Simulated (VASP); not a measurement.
# Bi in VASP: notebook, part 2 of 2

VASP 6.6.1.

## 3. Single point, PBE

INCAR reads:

```
SYSTEM = Bi
PREC = Accurate
ENCUT = 520
EDIFF = 1E-7
ISMEAR = 0
SIGMA = 0.02
LREAL = .False.
LASPH = .True.
NELM = 100
ALGO = Normal
ISIF = 2
LWAVE = .False.
LCHARG = .False.
LDIPOL = .True.
IDIPOL = 3
DIPOL = 0.5 0.5 0.500
GGA = PE
NBANDS = 22
```

KPOINTS reads:

```
Automatic mesh
0
Gamma
  9 9 1
  0 0 0
```

POSCAR reads:

```
Bi
1.0
    4.3490000000      0.0000000000      0.0000000000
   -2.1745000000      3.7663444811      0.0000000000
    0.0000000000      0.0000000000     28.0000000000
Bi
2
Direct
    0.3333333333      0.6666666667      0.5264107143
    0.6666666667      0.3333333333      0.4735892857
```

Potentials or basis: VASP PAW PBE potentials, release 64 (Bi_d).

Command:

```sh
> cat potpaw_PBE.64/Bi_d/POTCAR > POTCAR
> mpirun -np 1 vasp_std > vasp.out
```

OUTCAR:

```text
SYSTEM = Bi
   PREC = Accurate
   ENCUT = 520
   EDIFF = 1E-7
   ISMEAR = 0
   LREAL = .False.
   LASPH = .True.
   NELM = 100
   ISIF = 2
   GGA = PE

 ion  position               nearest neighbor table
   1  0.333  0.667  0.526-   2 2.91   2 2.91   2 2.91
   2  0.667  0.333  0.474-   1 2.91   1 2.91   1 2.91

  LATTYP: Found a hexagonal cell.
 ALAT       =     4.3490000000
 C/A-ratio  =     6.4382616693

  Lattice vectors:

 A1 = (   4.3490000000,   0.0000000000,   0.0000000000)
 A2 = (  -2.1745000000,   3.7663444811,   0.0000000000)
 A3 = (   0.0000000000,   0.0000000000,  28.0000000000)

Analysis of symmetry for initial positions (statically):
=====================================================================
 Subroutine PRICEL returns:
 Original cell was already a primitive cell.

 Routine SETGRP: Setting up the symmetry group for a
 hexagonal supercell.

 Subroutine GETGRP returns: Found 12 space group operations
 (whereof 12 operations were pure point group operations)
 out of a pool of 24 trial point group operations.

The static configuration has the point symmetry D_3d.

Analysis of symmetry for dynamics (positions and initial velocities):
=====================================================================
 Subroutine PRICEL returns:
 Original cell was already a primitive cell.

 Routine SETGRP: Setting up the symmetry group for a
 hexagonal supercell.

 Subroutine GETGRP returns: Found 12 space group operations
 (whereof 12 operations were pure point group operations)
 out of a pool of 24 trial point group operations.

The dynamic configuration has the point symmetry D_3d.

 Subroutine INISYM returns: Found 12 space group operations
 (whereof 12 operations are pure point group operations),
 and found     1 'primitive' translations

----------------------------------------------------------------------------------------

                                     Primitive cell

  volume of cell :     458.6353

  direct lattice vectors                    reciprocal lattice vectors
     4.349000000  0.000000000  0.000000000     0.229937917  0.132754718  0.000000000
    -2.174500000  3.766344481  0.000000000     0.000000000  0.265509436  0.000000000
     0.000000000  0.000000000 28.000000000     0.000000000  0.000000000  0.035714286

  length of vectors
     4.349000000  4.349000000 28.000000000     0.265509436  0.265509436  0.035714286

  position of ions in fractional coordinates (direct lattice)
     0.333333333  0.666666667  0.526410714
     0.666666667  0.333333333  0.473589286

  ion indices of the primitive-cell ions
   primitive index   ion index
                 1           1
                 2           2

----------------------------------------------------------------------------------------

 KPOINTS: Automatic mesh

Automatic generation of k-mesh.
 Grid dimensions read from file:
 generate k-points for:    9    9    1

 Generating k-lattice:

  Cartesian coordinates                     Fractional coordinates (reciprocal lattice)
     0.025548657  0.014750524  0.000000000     0.111111111  0.000000000  0.000000000
     0.000000000  0.029501048  0.000000000     0.000000000  0.111111111  0.000000000
     0.000000000  0.000000000  0.035714286     0.000000000  0.000000000  1.000000000

  Length of vectors
     0.029501048  0.029501048  0.035714286

  Shift w.r.t. Gamma in fractional coordinates (k-lattice)
     0.000000000  0.000000000  0.000000000

 Subroutine IBZKPT returns following result:
 ===========================================

 Found     12 irreducible k-points:

 Following reciprocal coordinates:
            Coordinates               Weight
  0.000000  0.000000  0.000000      1.000000
  0.111111  0.000000  0.000000      6.000000
  0.222222 -0.000000  0.000000      6.000000
  0.333333  0.000000  0.000000      6.000000
  0.444444 -0.000000  0.000000      6.000000
  0.111111  0.111111  0.000000      6.000000
  0.222222  0.111111  0.000000     12.000000
  0.333333  0.111111  0.000000     12.000000
  0.444444  0.111111  0.000000      6.000000
  0.222222  0.222222  0.000000      6.000000
  0.333333  0.222222  0.000000     12.000000
  0.333333  0.333333  0.000000      2.000000
   k-points           NKPTS =     12   k-points in BZ     NKDIM =     12   number of bands    NBANDS=     22
   number of dos      NEDOS =    301   number of ions     NIONS =      2
   total plane-waves  NPLWV = 215040
   dimension x,y,z NGX =    32 NGY =   32 NGZ =  210
   dimension x,y,z NGXF=    64 NGYF=   64 NGZF=  420
   ions per type =               2
   NGX,Y,Z   is equivalent  to a cutoff of  12.23, 12.23, 12.47 a.u.
   NGXF,Y,Z  is equivalent  to a cutoff of  24.46, 24.46, 24.94 a.u.
 SYSTEM =  Bi
   PREC   = accura    normal or accurate (medium, high low for compatibility)
   ISTART =      0    job   : 0-new  1-cont  2-samecut
   ICHARG =      2    charge: 1-file 2-atom 10-const
   ISPIN  =      1    spin polarized calculation?
   LNONCOLLINEAR =      F non collinear calculations
   LSORBIT =      F    spin-orbit coupling
   LASPH  =      T    aspherical Exc in radial PAW
   ENCUT  =  520.0 eV  38.22 Ry    6.18 a.u.   8.09  8.09 52.06*2*pi/ulx,y,z
   NELM   =    100;   NELMIN=  2; NELMDL= -5     # of ELM steps
   EDIFF  = 0.1E-06   stopping-criterion for ELM
   LREAL  =      F    real-space projection
   EDIFFG = 0.1E-05   stopping-criterion for IOM
   NSW    =      0    number of steps for IOM
   IBRION =     -1    ionic relax: 0-MD 1-quasi-New 2-CG
   NFREE  =      0    steps in history (QN), initial steepest desc. (CG)
   ISIF   =      2    stress and relaxation
   ISYM   =      2    0-nonsym 1-usesym 2-fastsym
   POTIM  = 0.5000    time-step for ionic-motion
   TEBEG  =    0.0;   TEEND  =   0.0 temperature during run
   PSTRESS=    0.0 pullay stress
   NELECT =      30.0000    total number of electrons
   NUPDOWN=      -1.0000    fix difference up-down
   EMIN   =  10.00;   EMAX   =-10.00  energy-range for DOS
   EFERMI =   0.00;   METHOD = LEGACY
   ISMEAR =     0;   SIGMA  =   0.02  broadening in eV -4-tet -1-fermi 0-gaus
   EFERMI_NEDOS =   21; number of points for ismear=-14 and -15
   IALGO  =     38    algorithm
   IMIX   =      4    mixing-type and parameters
     AMIX     =   0.40;   BMIX     =  1.00
     AMIX_MAG =   1.60;   BMIX_MAG =  1.00
  volume/ion in A,a.u.               =     229.32      1547.51
  Fermi-wavevector in a.u.,A,eV,Ry     =   0.659618  1.246498  5.919846  0.435096
  Thomas-Fermi vector in A             =   1.731810
   LORBIT       =      0    0 simple, 1 ext, 2 COOP (PROOUT), +10 PAW based schemes
   GGA     = PE    functional components
   LHFCALC =     F    Hartree Fock is set to
   AEXX    =    0.0000 exact exchange contribution
   IVDW    =     0    specifies the selected vdW correction
   LEPSILON=     F    determine dielectric tensor
   LRPA    =     F    only Hartree local field effects (RPA)
 non-spin polarized calculation
 Gauss-broadening in eV      SIGMA  =   0.02
  energy-cutoff  :      520.00
  volume of cell :      458.64
 maximum number of plane-waves:     12380
   NGX = 17   NGY = 17   NGZ =105

 dipolmoment           0.000000      0.000000      0.000000 electrons x Angstroem

 number of electron      30.0000005 magnetization

 dipolmoment           0.000000      0.000000     -0.000000 electrons x Angstroem

 Free energy of the ion-electron system (eV)
  ---------------------------------------------------
  ext. energy  EPLUGINS =         0.00000000
  ---------------------------------------------------
  free energy    TOTEN  =        -7.30835617 eV

  energy without entropy =       -7.30835617  energy(sigma->0) =       -7.30835617

 E-fermi :  -2.8620     XC(G=0):  -1.9235

 val. band max:       -2.9802493966   @ k =   0.1111   0.0000   0.0000
 cond. band min:      -2.7006618163   @ k =   0.0000   0.0000   0.0000
 fundamental gap:      0.2795875803
 Fermi energy:        -2.8619765129

 k-point     1 :       0.0000    0.0000    0.0000
  band No.  band energies     occupation
      1     -25.5119      2.00000
      2     -25.5119      2.00000
      3     -25.3340      2.00000
      4     -25.3340      2.00000
      5     -25.2605      2.00000
      6     -25.0582      2.00000
[... 274 lines left out ...]
      6     -25.2384      2.00000
[... 14 lines left out ...]
     21       3.6631      0.00000
     22       4.5311      0.00000

------------------------ aborting loop because EDIFF is reached ----------------------------------------

 vacuum level on the upper side and lower side of the slab       (xc-potential included)        -0.006        -0.006

  FORCE on cell =-STRESS in cart. coord.  units (eV):
  Direction    XX          YY          ZZ          XY          YZ          ZX
  --------------------------------------------------------------------------------------
  -------------------------------------------------------------------------------------
  Total        2.0054423      2.0054423      2.9786334      0.0000000      0.0000000      0.0000000
  in kB        7.0057279      7.0057279     10.4054329      0.0000000      0.0000000      0.0000000
  external PRESSURE =       8.1389629 kB  Pullay stress =       0.0000000 kB

 VOLUME and BASIS-vectors are now :
 -----------------------------------------------------------------------------
  energy-cutoff  :      520.00
  volume of cell :      458.64
      direct lattice vectors                 reciprocal lattice vectors
     4.349000000  0.000000000  0.000000000     0.229937917  0.132754718  0.000000000
    -2.174500000  3.766344481  0.000000000     0.000000000  0.265509436  0.000000000
     0.000000000  0.000000000 28.000000000     0.000000000  0.000000000  0.035714286

 POSITION                                       TOTAL-FORCE (eV/Angst)
 -----------------------------------------------------------------------------------
     -0.00000      2.51090     14.73950        -0.000000     -0.000000      2.035969
      2.17450      1.25545     13.26050         0.000000      0.000000     -2.035969
 -----------------------------------------------------------------------------------
    total drift:                                0.000000      0.000000     -0.000000

  FREE ENERGIE OF THE ION-ELECTRON SYSTEM (eV)
  ---------------------------------------------------
  free  energy   TOTEN  =        -7.3083561668 eV

  energy  without entropy=       -7.3083561668  energy(sigma->0) =       -7.30835617

 vacuum level on the upper side and lower side of the slab         1.623         1.623
```

stdout:

```text
POSCAR found type information on POSCAR Bi
 POSCAR found :  1 types and       2 ions
 scaLAPACK will be used
 LDA part: xc-table for (Slater+PW92), standard interpolation
 POSCAR, INCAR and KPOINTS ok, starting setup
 FFT: planning ... GRIDC
 FFT: planning ... GRID_SOFT
 FFT: planning ... GRID
 WAVECAR not read
 entering main loop
```

Run time: 4.9 min. Hardware: 1 thread of Intel Xeon 8259CL, shared host; peak memory 0.5 GiB.

Results:

| Item | Value |
| --- | --- |
| Free energy | -7.3084 eV |
| Largest force | 2.036 eV/Å |

Forces on the atoms (eV/Å):
```
Bi   0.000  0.000  2.036
Bi   0.000  0.000 -2.036
```

Caveat: spin-orbit coupling is left out, which moves the levels of the heavy elements.
